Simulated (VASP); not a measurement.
# LiCl (Fm-3m) in VASP: further runs, part 2 of 2

VASP 6.6.1. Earlier steps stand in the parts before.

### 5 Single point, r2SCAN (volume changed by +3%)

The input, POSCAR:

```
LiCl
1.0
    0.0000000000      2.5813459377      2.5813459377
    2.5813459377      0.0000000000      2.5813459377
    2.5813459377      2.5813459377      0.0000000000
Li Cl
1 1
Direct
    0.0000000000      0.0000000000      0.0000000000
    0.5000000000      0.5000000000      0.5000000000
```

The input, INCAR.step1:

```
SYSTEM = LiCl
ALGO     = Normal         ! electronic algorithm
EDIFF    = 1E-4           ! SCF threshold, eV
ENCUT    = 520            ! plane-wave cutoff, eV
GGA      = PE             ! functional
ISMEAR   = 0              ! smearing method
LASPH    = .TRUE.         ! aspherical terms in the spheres
LCHARG   = .FALSE.        ! write CHGCAR
LREAL    = .FALSE.        ! projectors in reciprocal space
LWAVE    = .TRUE.         ! write WAVECAR
NBANDS   = 12             ! bands
NELM     = 80             ! most SCF steps
PREC     = Accurate       ! precision mode
SIGMA    = 0.01           ! smearing width, eV
```

The input, INCAR.step2:

```
SYSTEM = LiCl
ALGO     = Normal         ! electronic algorithm
EDIFF    = 1E-6           ! SCF threshold, eV
ENCUT    = 520            ! plane-wave cutoff, eV
ISIF     = 2              ! what is computed and relaxed
ISMEAR   = 0              ! smearing method
ISTART   = 1            
LASPH    = .TRUE.         ! aspherical terms in the spheres
LCHARG   = .FALSE.        ! write CHGCAR
LMIXTAU  = .TRUE.       
LREAL    = .FALSE.        ! projectors in reciprocal space
LWAVE    = .FALSE.        ! write WAVECAR
METAGGA  = R2SCAN         ! meta-GGA
NBANDS   = 12             ! bands
NELM     = 80             ! most SCF steps
PREC     = Accurate       ! precision mode
SIGMA    = 0.01           ! smearing width, eV
```

The input, KPOINTS:

```
k-points
0
G
  8 8 8
  0 0 0
```

Potentials or basis: VASP PAW PBE potentials, release 64 (Li_sv, Cl).

Launch:

```console
cat potpaw_PBE.64/Li_sv/POTCAR potpaw_PBE.64/Cl/POTCAR > POTCAR
cp INCAR.step1 INCAR
mpirun -np 1 vasp_std > vasp.out
cp INCAR.step2 INCAR
mpirun -np 1 vasp_std > vasp.out
```

OUTCAR:

```text
SYSTEM = LiCl
   EDIFF = 1E-6
   ENCUT = 520
   ISIF = 2
   ISMEAR = 0
   ISTART = 1
   LASPH = .TRUE.
   LREAL = .FALSE.
   METAGGA = R2SCAN
   NELM = 80
   PREC = Accurate

 ion  position               nearest neighbor table
   1  0.000  0.000  0.000-   2 2.58   2 2.58   2 2.58   2 2.58   2 2.58   2 2.58
   2  0.500  0.500  0.500-   1 2.58   1 2.58   1 2.58   1 2.58   1 2.58   1 2.58

  LATTYP: Found a face centered cubic cell.
 ALAT       =     5.1626918754

  Lattice vectors:

 A1 = (   0.0000000000,   2.5813459377,   2.5813459377)
 A2 = (   2.5813459377,   0.0000000000,   2.5813459377)
 A3 = (   2.5813459377,   2.5813459377,   0.0000000000)

Analysis of symmetry for initial positions (statically):
=====================================================================
 Subroutine PRICEL returns:
 Original cell was already a primitive cell.

 Routine SETGRP: Setting up the symmetry group for a
 face centered cubic supercell.

 Subroutine GETGRP returns: Found 48 space group operations
 (whereof 48 operations were pure point group operations)
 out of a pool of 48 trial point group operations.

The static configuration has the point symmetry O_h .

[... 175 lines left out ...]
      7      12.6915      0.00000
      8      12.6915      0.00000
      9      12.6915      0.00000
     10      15.3749      0.00000
     11      15.3749      0.00000
     12      15.7797      0.00000
[... 331 lines left out ...]
 k-point    24 :      -0.3750    0.2500    0.1250
  band No.  band energies     occupation
      1     -44.8019      2.00000
      2     -13.2017      2.00000
      3      -2.4502      2.00000
      4      -1.2312      2.00000
      5      -0.5299      2.00000
      6       9.0201      0.00000
      7      10.1804      0.00000
      8      11.4326      0.00000
      9      12.6691      0.00000
     10      16.4482      0.00000
     11      17.2309      0.00000
     12      19.1082      0.00000

 [... further k-points ...]

------------------------ aborting loop because EDIFF is reached ----------------------------------------

  FORCE on cell =-STRESS in cart. coord.  units (eV):
  Direction    XX          YY          ZZ          XY          YZ          ZX
  --------------------------------------------------------------------------------------
  -------------------------------------------------------------------------------------
  Total       -0.3265385     -0.3265385     -0.3265385      0.0000000      0.0000000     -0.0000000
  in kB      -15.2081490    -15.2081490    -15.2081490      0.0000000      0.0000000     -0.0000000
  external PRESSURE =     -15.2081490 kB  Pullay stress =       0.0000000 kB

 VOLUME and BASIS-vectors are now :
 -----------------------------------------------------------------------------
  energy-cutoff  :      520.00
  volume of cell :       34.40
      direct lattice vectors                 reciprocal lattice vectors
     0.000000000  2.581345938  2.581345938    -0.193697401  0.193697401  0.193697401
     2.581345938  0.000000000  2.581345938     0.193697401 -0.193697401  0.193697401
     2.581345938  2.581345938  0.000000000     0.193697401  0.193697401 -0.193697401

 POSITION                                       TOTAL-FORCE (eV/Angst)
 -----------------------------------------------------------------------------------
      0.00000      0.00000      0.00000         0.000000      0.000000      0.000000
      2.58135      2.58135      2.58135        -0.000000     -0.000000     -0.000000
 -----------------------------------------------------------------------------------
    total drift:                                0.000000      0.000000      0.000000

  FREE ENERGIE OF THE ION-ELECTRON SYSTEM (eV)
  ---------------------------------------------------
  free  energy   TOTEN  =       -12.5822079664 eV

  energy  without entropy=      -12.5822079664  energy(sigma->0) =      -12.58220797
```

OUTCAR.step1:

```text
SYSTEM = LiCl
   EDIFF = 1E-4
   ENCUT = 520
   GGA = PE
   ISMEAR = 0
   LASPH = .TRUE.
   LREAL = .FALSE.
[... 580 lines left out ...]
      0.00000      0.00000      0.00000        -0.000000     -0.000000     -0.000000
      2.58135      2.58135      2.58135         0.000000      0.000000      0.000000
 -----------------------------------------------------------------------------------
    total drift:                                0.000000      0.000000      0.000000

  FREE ENERGIE OF THE ION-ELECTRON SYSTEM (eV)
  ---------------------------------------------------
  free  energy   TOTEN  =        -7.3859634412 eV

  energy  without entropy=       -7.3859634412  energy(sigma->0) =       -7.38596344
```

OSZICAR.step1:

```text
N       E                     dE             d eps       ncg     rms          rms(c)
DAV:   1     0.404436675748E+02    0.40444E+02   -0.39910E+03   696   0.768E+02
DAV:   2    -0.501727507253E+01   -0.45461E+02   -0.43903E+02   900   0.143E+02
DAV:   3    -0.738835393695E+01   -0.23711E+01   -0.23651E+01   916   0.342E+01
DAV:   4    -0.745186089670E+01   -0.63507E-01   -0.63479E-01   964   0.562E+00
DAV:   5    -0.745261673345E+01   -0.75584E-03   -0.75583E-03   928   0.533E-01    0.236E+00
DAV:   6    -0.737967040215E+01    0.72946E-01   -0.15739E-01   888   0.185E+00    0.168E+00
DAV:   7    -0.738165784708E+01   -0.19874E-02   -0.50163E-02  1040   0.117E+00    0.924E-01
DAV:   8    -0.738600402908E+01   -0.43462E-02   -0.65640E-03   828   0.559E-01    0.157E-01
DAV:   9    -0.738596344121E+01    0.40588E-04   -0.21480E-04   884   0.102E-01
   1 F= -.73859634E+01 E0= -.73859634E+01  d E =-.397699E-26
```

Wall time 35 s (1 thread of AMD EPYC 9R45 (Zen 5), shared host); peak memory 0.13 GiB.

Results:

- Free energy: -12.5822 eV
- Band gap on the k mesh: 7.18 eV, direct

Caveat: the cutoff is under 1.25 times the usual one of these potentials, so pressure, stress and relaxed cells hold a basis-set (Pulay) error; the PAW data sets were made with another functional, which shifts forces and pressure a little.

### 6 Single point, r2SCAN (volume changed by +6%)

The input, POSCAR:

```
LiCl
1.0
    0.0000000000      2.6061680944      2.6061680944
    2.6061680944      0.0000000000      2.6061680944
    2.6061680944      2.6061680944      0.0000000000
Li Cl
1 1
Direct
    0.0000000000      0.0000000000      0.0000000000
    0.5000000000      0.5000000000      0.5000000000
```

The input, INCAR.step1:

```
  PREC = Accurate
  ENCUT = 520
  ISMEAR = 0
  SIGMA = 0.01
  LREAL = F
  LASPH = T
  NELM = 100
  NBANDS = 12
  GGA = PE
  ALGO = Normal
  EDIFF = 1E-4
  LWAVE = T
  LCHARG = F
```

The input, INCAR.step2:

```
  PREC = Accurate
  ENCUT = 520
  EDIFF = 1E-7
  ISMEAR = 0
  SIGMA = 0.01
  LREAL = F
  LASPH = T
  NELM = 100
  ALGO = Normal
  ISIF = 2
  LWAVE = F
  LCHARG = F
  METAGGA = R2SCAN
  LMIXTAU = T
  NBANDS = 12
  ISTART = 1
```

The input, KPOINTS:

```
regular mesh
0
Gamma
  8 8 8
```

Potentials or basis: VASP PAW PBE potentials, release 64 (Li_sv, Cl).

Launch:

```console
cat potpaw_PBE.64/Li_sv/POTCAR potpaw_PBE.64/Cl/POTCAR > POTCAR
cp INCAR.step1 INCAR
mpirun -np 1 vasp_std > vasp.out
cp INCAR.step2 INCAR
mpirun -np 1 vasp_std > vasp.out
```

OUTCAR:

```text
PREC = Accurate
   ENCUT = 520
   EDIFF = 1E-7
   ISMEAR = 0
   LREAL = F
   LASPH = T
   NELM = 100
   ISIF = 2
   METAGGA = R2SCAN
   ISTART = 1

 ion  position               nearest neighbor table
   1  0.000  0.000  0.000-   2 2.61   2 2.61   2 2.61   2 2.61   2 2.61   2 2.61
   2  0.500  0.500  0.500-   1 2.61   1 2.61   1 2.61   1 2.61   1 2.61   1 2.61

  LATTYP: Found a face centered cubic cell.
 ALAT       =     5.2123361888

  Lattice vectors:

 A1 = (   0.0000000000,   2.6061680944,   2.6061680944)
 A2 = (   2.6061680944,   0.0000000000,   2.6061680944)
 A3 = (   2.6061680944,   2.6061680944,   0.0000000000)

Analysis of symmetry for initial positions (statically):
=====================================================================
 Subroutine PRICEL returns:
 Original cell was already a primitive cell.

 Routine SETGRP: Setting up the symmetry group for a
 face centered cubic supercell.

 Subroutine GETGRP returns: Found 48 space group operations
 (whereof 48 operations were pure point group operations)
 out of a pool of 48 trial point group operations.

[... 166 lines left out ...]
 fundamental gap:      7.0108336515
 Fermi energy:        -0.0516357298

 k-point     1 :       0.0000    0.0000    0.0000
  band No.  band energies     occupation
      1     -45.0646      2.00000
      2     -13.9797      2.00000
      3      -0.1616      2.00000
      4      -0.1616      2.00000
      5      -0.1616      2.00000
      6       6.8493      0.00000
      7      12.4587      0.00000
      8      12.4587      0.00000
      9      12.4587      0.00000
     10      15.0907      0.00000
     11      15.3724      0.00000
     12      15.3955      0.00000
[... 331 lines left out ...]
 k-point    24 :      -0.3750    0.2500    0.1250
  band No.  band energies     occupation
      1     -45.0624      2.00000
      2     -13.3560      2.00000
      3      -2.5490      2.00000
      4      -1.3758      2.00000
      5      -0.7083      2.00000
      6       8.7471      0.00000
      7       9.9305      0.00000
      8      11.1592      0.00000
      9      12.2747      0.00000
     10      16.0998      0.00000
     11      16.8234      0.00000
     12      18.7141      0.00000

 [... further k-points ...]
[... 5 lines left out ...]
  --------------------------------------------------------------------------------------
  -------------------------------------------------------------------------------------
  Total       -0.5166838     -0.5166838     -0.5166838      0.0000000      0.0000000      0.0000000
  in kB      -23.3828873    -23.3828873    -23.3828873      0.0000000      0.0000000      0.0000000
  external PRESSURE =     -23.3828873 kB  Pullay stress =       0.0000000 kB

 VOLUME and BASIS-vectors are now :
 -----------------------------------------------------------------------------
  energy-cutoff  :      520.00
  volume of cell :       35.40
      direct lattice vectors                 reciprocal lattice vectors
     0.000000000  2.606168094  2.606168094    -0.191852552  0.191852552  0.191852552
     2.606168094  0.000000000  2.606168094     0.191852552 -0.191852552  0.191852552
     2.606168094  2.606168094  0.000000000     0.191852552  0.191852552 -0.191852552

 POSITION                                       TOTAL-FORCE (eV/Angst)
 -----------------------------------------------------------------------------------
      0.00000      0.00000      0.00000         0.000000      0.000000      0.000000
      2.60617      2.60617      2.60617        -0.000000     -0.000000     -0.000000
 -----------------------------------------------------------------------------------
    total drift:                                0.000000      0.000000      0.000000

  FREE ENERGIE OF THE ION-ELECTRON SYSTEM (eV)
  ---------------------------------------------------
  free  energy   TOTEN  =       -12.5704766252 eV

  energy  without entropy=      -12.5704766252  energy(sigma->0) =      -12.57047663
```

OUTCAR.step1:

```text
PREC = Accurate
   ENCUT = 520
   ISMEAR = 0
   LREAL = F
   LASPH = T
[... 580 lines left out ...]
 -----------------------------------------------------------------------------------
      0.00000      0.00000      0.00000         0.000000     -0.000000      0.000000
      2.60617      2.60617      2.60617        -0.000000      0.000000     -0.000000
 -----------------------------------------------------------------------------------
    total drift:                                0.000000      0.000000      0.000000

  FREE ENERGIE OF THE ION-ELECTRON SYSTEM (eV)
  ---------------------------------------------------
  free  energy   TOTEN  =        -7.3818049234 eV

  energy  without entropy=       -7.3818049234  energy(sigma->0) =       -7.38180492
```

OSZICAR.step1:

```text
N       E                     dE             d eps       ncg     rms          rms(c)
DAV:   1     0.415755266981E+02    0.41576E+02   -0.39899E+03   696   0.756E+02
DAV:   2    -0.478084807263E+01   -0.46356E+02   -0.44585E+02   848   0.142E+02
DAV:   3    -0.737930150679E+01   -0.25985E+01   -0.25910E+01   908   0.353E+01
DAV:   4    -0.745013978288E+01   -0.70838E-01   -0.70807E-01   988   0.594E+00
DAV:   5    -0.745161395602E+01   -0.14742E-02   -0.14741E-02   920   0.613E-01    0.234E+00
DAV:   6    -0.737494916034E+01    0.76665E-01   -0.16770E-01   884   0.189E+00    0.166E+00
DAV:   7    -0.737721666251E+01   -0.22675E-02   -0.52143E-02  1036   0.118E+00    0.922E-01
DAV:   8    -0.738185052487E+01   -0.46339E-02   -0.70645E-03   808   0.578E-01    0.161E-01
DAV:   9    -0.738180492339E+01    0.45601E-04   -0.24783E-04   864   0.110E-01
   1 F= -.73818049E+01 E0= -.73818049E+01  d E =-.453225-112
```

Run time: 34 s. Hardware: 1 thread of AMD EPYC 9R45 (Zen 5), shared host; peak memory 0.13 GiB.

What came out:

- Free energy: -12.5705 eV
- Band gap on the k mesh: 7.01 eV, direct

Caveat: the cutoff is under 1.25 times the usual one of these potentials, so pressure, stress and relaxed cells hold a basis-set (Pulay) error; the PAW data sets were made with another functional, which shifts forces and pressure a little.

### 7 Overview

```csv
cell,gap on the mesh (eV)
"a = 3.541 Å, angles 60.0°, 2 atoms",7.62
"a = 3.578 Å, angles 60.0°, 2 atoms",7.57
"a = 3.615 Å, angles 60.0°, 2 atoms",7.36
"a = 3.651 Å, angles 60.0°, 2 atoms",7.18
"a = 3.686 Å, angles 60.0°, 2 atoms",7.01
```

Alike in all rows: task single point; level r2SCAN; potentials or basis VASP PAW PBE potentials, release 64 (Li_sv, Cl); no spin polarisation; k mesh 8 × 8 × 8; cutoff (eV) 520; smearing gaussian 0.01 eV.

Caveats: the cutoff is under 1.25 times the usual one of these potentials, so pressure, stress and relaxed cells hold a basis-set (Pulay) error; the PAW data sets were made with another functional, which shifts forces and pressure a little.

Total energies depend on the potentials used, so only differences within one code and one set of settings carry meaning.
